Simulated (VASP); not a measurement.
Set up this calculation in VASP 6.6.1, as the native input.

```
Task                   : single point
Functional             : LDA
Potentials or basis    : VASP PAW LDA potentials, release 64 (Ta_pv, S)
Cutoff                 : 500 eV
k mesh                 : 9 × 9 × 5
Occupations            : fermi-dirac, width 0.03 eV
Spin                   : no spin polarisation
Dipole correction      : no
Further INCAR settings : ALGO = Normal; EDIFF = 1e-06; NBANDS = 18
```

The structure of TaS2 lies in POSCAR:

```
TaS2
1.0
    3.3500021206      0.0000000000      0.0000000000
   -1.6750010603      2.9011869392      0.0000000000
    0.0000000000      0.0000000000      5.6842000000
Ta S
1 2
Direct
    0.0000000000      0.0000000000      0.0000000000
    0.3333333333      0.6666666667      0.2500000000
    0.6666666667      0.3333333333      0.7500000000
```

This cell differs from its parent crystal: zz strain of -3 %.

The input as run:

INCAR

```
SYSTEM = TaS2
ALGO = Normal
EDIFF = 1E-6
ENCUT = 500
GGA = CA
GGA_COMPAT = .False.
ISIF = 2
ISMEAR = -1
LASPH = .True.
LCHARG = .False.
LREAL = .False.
LWAVE = .False.
NBANDS = 18
NELM = 120
PREC = Accurate
SIGMA = 0.03
```

KPOINTS

```
k-points
0
Gamma
  9 9 5
  0 0 0
```

Potentials or basis: VASP PAW LDA potentials, release 64 (Ta_pv, S).

Run with:

```sh
$ cat potpaw_LDA.64/Ta_pv/POTCAR potpaw_LDA.64/S/POTCAR > POTCAR
$ mpirun -np 1 vasp_std > vasp.out
```

It gave:

* Pressure: 6.4 GPa
* Largest force: 1.560 eV/Å

Caveat: the cell differs from its parent crystal (zz strain of -3 %); forces of over 1 eV/Å act on the atoms, so gaps and moduli don't describe the material at rest.

It took 25 s on 1 thread of Intel(R) Xeon(R) Platinum 8259CL CPU @ 2.50GHz (Skylake/Cascade Lake) (shared host), peak memory 0.17 GiB.
